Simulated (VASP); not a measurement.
# ZrH (P4_2/mmc) in VASP: further runs, part 2 of 2

VASP 6.6.1.

## 3. Electric field gradients, PBEsol (13.53 Å³/atom)

This run uses another cell than the first one, of 13.53 Å³/atom.

File INCAR:

```
SYSTEM = ZrH
PREC = Accurate
ENCUT = 520
EDIFF = 1E-8
ISMEAR = -1
SIGMA = 0.02
LREAL = .FALSE.
LASPH = .TRUE.
NELM = 60
ALGO = Normal
ISIF = 2
LWAVE = .FALSE.
LCHARG = .FALSE.
GGA = PS
LEFG = .TRUE.
NBANDS = 21
```

File KPOINTS:

```
Automatic mesh
0
G
  9 9 6
  0 0 0
```

File POSCAR:

```
ZrH
1.0
    3.2854649040      0.0000000000      0.0000000000
    0.0000000000      3.2854649040      0.0000000000
    0.0000000000      0.0000000000      5.0131127301
Zr H
2 2
Direct
    0.0000000000      0.5000000000      0.0000000000
    0.5000000000      0.0000000000      0.5000000000
    0.0000000000      0.0000000000      0.7500000000
    0.0000000000      0.0000000000      0.2500000000
```

Potentials or basis: VASP PAW PBE potentials, release 64 (Zr_sv, H).

Run with:

```
cat potpaw_PBE.64/Zr_sv/POTCAR potpaw_PBE.64/H/POTCAR > POTCAR
mpirun -np 1 vasp_std > vasp.out
```

OUTCAR:

```text
SYSTEM = ZrH
   PREC = Accurate
   ENCUT = 520
   EDIFF = 1E-8
   ISMEAR = -1
   LREAL = .FALSE.
   LASPH = .TRUE.
   NELM = 60
   ISIF = 2
   GGA = PS

 ion  position               nearest neighbor table
   1  0.000  0.500  0.000-   3 2.07   4 2.07   3 2.07   4 2.07   2 3.42   2 3.42   2 3.42   2 3.42
                             2 3.42   2 3.42   2 3.42   2 3.42
   2  0.500  0.000  0.500-   3 2.07   4 2.07   3 2.07   4 2.07   1 3.42   1 3.42   1 3.42   1 3.42
                             1 3.42   1 3.42   1 3.42   1 3.42
   3  0.000  0.000  0.750-   1 2.07   2 2.07   1 2.07   2 2.07
   4  0.000  0.000  0.250-   1 2.07   2 2.07   1 2.07   2 2.07

  LATTYP: Found a simple tetragonal cell.
 ALAT       =     3.2854649040
 C/A-ratio  =     1.5258457712

  Lattice vectors:

 A1 = (   3.2854649040,   0.0000000000,   0.0000000000)
 A2 = (   0.0000000000,   3.2854649040,   0.0000000000)
 A3 = (   0.0000000000,   0.0000000000,   5.0131127301)

Analysis of symmetry for initial positions (statically):
=====================================================================
[... 784 lines left out ...]
      1.64273      0.00000      2.50656         0.000000      0.000000      0.000000
      0.00000      0.00000      3.75983         0.000000      0.000000      0.000000
      0.00000      0.00000      1.25328        -0.000000      0.000000      0.000000
 -----------------------------------------------------------------------------------
    total drift:                                0.000000      0.000000     -0.000000

  FREE ENERGIE OF THE ION-ELECTRON SYSTEM (eV)
  ---------------------------------------------------
  free  energy   TOTEN  =       -26.5826285734 eV

  energy  without entropy=      -26.5797383385  energy(sigma->0) =      -26.58118346

 Electric field gradients (V/A^2)
---------------------------------------------------------------------
 ion       V_xx      V_yy      V_zz      V_xy      V_xz      V_yz
---------------------------------------------------------------------
   1      69.405   -36.575   -32.831    -0.000     0.000     0.000
   2     -36.575    69.405   -32.831    -0.000    -0.000    -0.000
   3      -0.380    -0.380     0.760     0.000    -0.000     0.000
   4      -0.380    -0.380     0.760     0.000    -0.000     0.000
---------------------------------------------------------------------

 Electric field gradients after diagonalization (V/A^2)
 (convention: |V_zz| > |V_xx| > |V_yy|)
----------------------------------------------------------------------
 ion       V_xx      V_yy      V_zz     asymmetry (V_yy - V_xx)/ V_zz
----------------------------------------------------------------------
   1     -36.575   -32.831    69.405       0.054
   2     -36.575   -32.831    69.405       0.054
   3      -0.380    -0.380     0.760       0.000
   4      -0.380    -0.380     0.760       0.000
----------------------------------------------------------------------

           NMR quadrupolar parameters

 Cq : quadrupolar parameter    Cq=e*Q*V_zz/h
 eta: asymmetry parameters     (V_yy - V_xx)/ V_zz
 Q  : nuclear electric quadrupole moment in mb (millibarn)
----------------------------------------------------------------------
 ion       Cq(MHz)       eta       Q (mb)
----------------------------------------------------------------------
   1       0.168       0.054       1.000
   2       0.168       0.054       1.000
   3       0.002       0.000       1.000
   4       0.002       0.000       1.000
----------------------------------------------------------------------
```

stdout:

```text
POSCAR found type information on POSCAR ZrH
 POSCAR found :  2 types and       4 ions
 scaLAPACK will be used
 -----------------------------------------------------------------------------
|                                                                             |
|                                                                             |
|     You enforced a specific xc type in the INCAR file but a different       |
|     I HOPE YOU KNOW WHAT YOU ARE DOING!                                     |
|                                                                             |
 -----------------------------------------------------------------------------

 LDA part: xc-table for (Slater+PW92), standard interpolation
 POSCAR, INCAR and KPOINTS ok, starting setup
 FFT: planning ... GRIDC
 FFT: planning ... GRID_SOFT
 FFT: planning ... GRID
 WAVECAR not read
 entering main loop
ion   1

ion   2

ion   3

ion   4
```

Run time: 35 s. Hardware: 1 thread of AMD EPYC 9R14 (Zen 4), shared host; peak memory 0.16 GiB.

What came out:

```
Free energy                             : -26.5826 eV
Pressure                                : -6.7 GPa
Band gap on the k mesh                  : zero (bands 13 and 14 overlap by 0.99 eV)
Largest electric field gradient by atom : Zr +69.4; H +0.8 V/Å²
```

Stress tensor (GPa, compression positive):
```
-7.03  0.00  0.00
 0.00 -7.03  0.00
 0.00  0.00 -5.98
```

Levels at points of the mesh, in eV from the Fermi level:
```tsv
k point	band 10	band 11	band 12	band 13	band 14	band 15	band 16	band 17
(0.00, 0.00, 0.00)	-3.48	-2.89	-2.77	0.05	0.65	0.65	2.20	3.19
(0.00, 0.00, 0.50)	-6.61	-1.65	-1.65	0.05	0.05	1.69	1.69	2.28
```

Electric field gradients, principal values (V/Å²):
```
atom    least   middle  greatest (by size)
1 Zr  -32.831  -36.575              69.405
2 Zr  -32.831  -36.575              69.405
 3 H   -0.380   -0.380               0.760
 4 H   -0.380   -0.380               0.760
```

Caveat: the cell stands under tension; without QUAD_EFG the Cq values of the log hold for a quadrupole moment of 1 mb, not for the nuclei; the PAW data sets were made with another functional, which shifts forces and pressure a little.

## 4. Electric field gradients, PBEsol (13.53 Å³/atom)

This run uses another cell than the first one, of 13.53 Å³/atom.

File INCAR:

```
PREC     = Accurate       # precision mode
ENCUT    = 520            # plane-wave cutoff, eV
EDIFF    = 1E-8           # SCF threshold, eV
ISMEAR   = -1             # smearing method
SIGMA    = 0.02           # smearing width, eV
LREAL    = F              # projectors in reciprocal space
LASPH    = T              # aspherical terms in the spheres
NELM     = 80             # most SCF steps
ALGO     = Normal         # electronic algorithm
ISIF     = 2              # what is computed and relaxed
LWAVE    = F              # write WAVECAR
LCHARG   = F              # write CHGCAR
GGA      = PS             # functional
LEFG     = T            
NBANDS   = 21             # bands
```

File KPOINTS:

```
Automatic mesh
0
Gamma
  9 9 6
```

POSCAR is that of step 3.

Potentials or basis: VASP PAW PBE potentials, release 64 (Zr_sv, H).

Run with:

```
cat potpaw_PBE.64/Zr_sv/POTCAR potpaw_PBE.64/H/POTCAR > POTCAR
mpirun -np 1 vasp_std > vasp.out
```

OUTCAR:

```text
PREC = Accurate
   ENCUT = 520
   EDIFF = 1E-8
   ISMEAR = -1
   LREAL = F
   LASPH = T
   NELM = 80
   ISIF = 2
   GGA = PS

 ion  position               nearest neighbor table
   1  0.000  0.500  0.000-   3 2.07   4 2.07   3 2.07   4 2.07   2 3.42   2 3.42   2 3.42   2 3.42
                             2 3.42   2 3.42   2 3.42   2 3.42
   2  0.500  0.000  0.500-   3 2.07   4 2.07   3 2.07   4 2.07   1 3.42   1 3.42   1 3.42   1 3.42
                             1 3.42   1 3.42   1 3.42   1 3.42
   3  0.000  0.000  0.750-   1 2.07   2 2.07   1 2.07   2 2.07
   4  0.000  0.000  0.250-   1 2.07   2 2.07   1 2.07   2 2.07

  LATTYP: Found a simple tetragonal cell.
 ALAT       =     3.2854649040
 C/A-ratio  =     1.5258457712

  Lattice vectors:

 A1 = (   3.2854649040,   0.0000000000,   0.0000000000)
 A2 = (   0.0000000000,   3.2854649040,   0.0000000000)
 A3 = (   0.0000000000,   0.0000000000,   5.0131127301)

Analysis of symmetry for initial positions (statically):
=====================================================================
 Subroutine PRICEL returns:
 Original cell was already a primitive cell.

 Routine SETGRP: Setting up the symmetry group for a
 simple tetragonal supercell.

 Subroutine GETGRP returns: Found 16 space group operations
 (whereof  8 operations were pure point group operations)
 out of a pool of 16 trial point group operations.

The static configuration has the point symmetry D_2h.
 The point group associated with its full space group is D_4h.

Analysis of symmetry for dynamics (positions and initial velocities):
=====================================================================
 Subroutine PRICEL returns:
 Original cell was already a primitive cell.

 Routine SETGRP: Setting up the symmetry group for a
 simple tetragonal supercell.

 Subroutine GETGRP returns: Found 16 space group operations
 (whereof  8 operations were pure point group operations)
 out of a pool of 16 trial point group operations.

The dynamic configuration has the point symmetry D_2h.
 The point group associated with its full space group is D_4h.

 Subroutine INISYM returns: Found 16 space group operations
 (whereof  8 operations are pure point group operations),
 and found     1 'primitive' translations

----------------------------------------------------------------------------------------

                                     Primitive cell

  volume of cell :      54.1129

  direct lattice vectors                    reciprocal lattice vectors
     3.285464904  0.000000000  0.000000000     0.304370927  0.000000000  0.000000000
     0.000000000  3.285464904  0.000000000     0.000000000  0.304370927  0.000000000
     0.000000000  0.000000000  5.013112730     0.000000000  0.000000000  0.199476863

  length of vectors
     3.285464904  3.285464904  5.013112730     0.304370927  0.304370927  0.199476863

  position of ions in fractional coordinates (direct lattice)
     0.000000000  0.500000000  0.000000000
[... 95 lines left out ...]
   EMIN   =  10.00;   EMAX   =-10.00  energy-range for DOS
   EFERMI =   0.00;   METHOD = LEGACY
   ISMEAR =    -1;   SIGMA  =   0.02  broadening in eV -4-tet -1-fermi 0-gaus
   EFERMI_NEDOS =   21; number of points for ismear=-14 and -15
   IALGO  =     38    algorithm
   IMIX   =      4    mixing-type and parameters
     AMIX     =   0.40;   BMIX     =  1.00
     AMIX_MAG =   1.60;   BMIX_MAG =  1.00
  volume/ion in A,a.u.               =      13.53        91.29
  Fermi-wavevector in a.u.,A,eV,Ry     =   1.282229  2.423061 22.369488  1.644111
  Thomas-Fermi vector in A             =   2.414553
   LORBIT       =      0    0 simple, 1 ext, 2 COOP (PROOUT), +10 PAW based schemes
   GGA     = PS    functional components
   LHFCALC =     F    Hartree Fock is set to
   AEXX    =    0.0000 exact exchange contribution
   IVDW    =     0    specifies the selected vdW correction
   LEPSILON=     F    determine dielectric tensor
   LRPA    =     F    only Hartree local field effects (RPA)
 non-spin polarized calculation
  energy-cutoff  :      520.00
  volume of cell :       54.11
 maximum number of plane-waves:      1478
   NGX = 13   NGY = 13   NGZ = 19

 number of electron      25.9999999 magnetization

 Free energy of the ion-electron system (eV)
  ---------------------------------------------------
  ext. energy  EPLUGINS =         0.00000000
  ---------------------------------------------------
  free energy    TOTEN  =       -26.58262857 eV

  energy without entropy =      -26.57973834  energy(sigma->0) =      -26.58118346

 E-fermi :   7.7108     XC(G=0): -10.9875

 val. band max:        7.6939374804   @ k =   0.2222   0.0000   0.1667
 cond. band min:       7.7321750988   @ k =   0.1111   0.0000   0.5000
 fundamental gap:      0.0382376184
 Fermi energy:         7.7108405461

 k-point     1 :       0.0000    0.0000    0.0000
  band No.  band energies     occupation
      1     -41.2062      2.00000
      2     -41.1159      2.00000
      3     -19.5392      2.00000
      4     -19.1195      2.00000
      5     -19.1195      2.00000
      6     -18.9268      2.00000
[... 565 lines left out ...]
     20      13.0570      0.00000
     21      14.7135      0.00000

 [... further k-points ...]

------------------------ aborting loop because EDIFF is reached ----------------------------------------

  FORCE on cell =-STRESS in cart. coord.  units (eV):
  Direction    XX          YY          ZZ          XY          YZ          ZX
  --------------------------------------------------------------------------------------
  -------------------------------------------------------------------------------------
  Total       -2.3738264     -2.3738264     -2.0195749      0.0000000      0.0000000      0.0000000
  in kB      -70.2843134    -70.2843134    -59.7956256      0.0000000      0.0000000      0.0000000
  external PRESSURE =     -66.7880842 kB  Pullay stress =       0.0000000 kB

 VOLUME and BASIS-vectors are now :
 -----------------------------------------------------------------------------
  energy-cutoff  :      520.00
  volume of cell :       54.11
      direct lattice vectors                 reciprocal lattice vectors
     3.285464904  0.000000000  0.000000000     0.304370927  0.000000000  0.000000000
     0.000000000  3.285464904  0.000000000     0.000000000  0.304370927  0.000000000
     0.000000000  0.000000000  5.013112730     0.000000000  0.000000000  0.199476863

 POSITION                                       TOTAL-FORCE (eV/Angst)
 -----------------------------------------------------------------------------------
      0.00000      1.64273      0.00000         0.000000      0.000000      0.000000
      1.64273      0.00000      2.50656         0.000000      0.000000      0.000000
      0.00000      0.00000      3.75983         0.000000      0.000000      0.000000
      0.00000      0.00000      1.25328        -0.000000      0.000000      0.000000
 -----------------------------------------------------------------------------------
    total drift:                                0.000000      0.000000     -0.000000

  FREE ENERGIE OF THE ION-ELECTRON SYSTEM (eV)
  ---------------------------------------------------
  free  energy   TOTEN  =       -26.5826285734 eV

  energy  without entropy=      -26.5797383385  energy(sigma->0) =      -26.58118346

 Electric field gradients (V/A^2)
---------------------------------------------------------------------
 ion       V_xx      V_yy      V_zz      V_xy      V_xz      V_yz
---------------------------------------------------------------------
   1      69.405   -36.575   -32.831    -0.000     0.000     0.000
   2     -36.575    69.405   -32.831    -0.000    -0.000    -0.000
   3      -0.380    -0.380     0.760     0.000    -0.000     0.000
   4      -0.380    -0.380     0.760     0.000    -0.000     0.000
---------------------------------------------------------------------

 Electric field gradients after diagonalization (V/A^2)
 (convention: |V_zz| > |V_xx| > |V_yy|)
----------------------------------------------------------------------
 ion       V_xx      V_yy      V_zz     asymmetry (V_yy - V_xx)/ V_zz
----------------------------------------------------------------------
   1     -36.575   -32.831    69.405       0.054
   2     -36.575   -32.831    69.405       0.054
   3      -0.380    -0.380     0.760       0.000
   4      -0.380    -0.380     0.760       0.000
----------------------------------------------------------------------

           NMR quadrupolar parameters

 Cq : quadrupolar parameter    Cq=e*Q*V_zz/h
 eta: asymmetry parameters     (V_yy - V_xx)/ V_zz
 Q  : nuclear electric quadrupole moment in mb (millibarn)
----------------------------------------------------------------------
 ion       Cq(MHz)       eta       Q (mb)
----------------------------------------------------------------------
   1       0.168       0.054       1.000
   2       0.168       0.054       1.000
   3       0.002       0.000       1.000
   4       0.002       0.000       1.000
----------------------------------------------------------------------
```

It took 35 s on 1 thread of AMD EPYC 9R14 (Zen 4), shared host; peak memory 0.17 GiB.

Results:

| Item | Value |
| --- | --- |
| Free energy | -26.5826 eV |
| Pressure | -6.7 GPa |
| Band gap on the k mesh | zero (bands 13 and 14 overlap by 0.99 eV) |
| Largest electric field gradient by atom | Zr +69.4; H +0.8 V/Å² |

Electric field gradients, principal values (V/Å²):
```
atom    least   middle  greatest (by size)
1 Zr  -32.831  -36.575              69.405
2 Zr  -32.831  -36.575              69.405
 3 H   -0.380   -0.380               0.760
 4 H   -0.380   -0.380               0.760
```

Caveat: the cell stands under tension; without QUAD_EFG the Cq values of the log hold for a quadrupole moment of 1 mb, not for the nuclei; the PAW data sets were made with another functional, which shifts forces and pressure a little.

The gap in the log of VASP goes by the Fermi energy; the results here count the filled bands.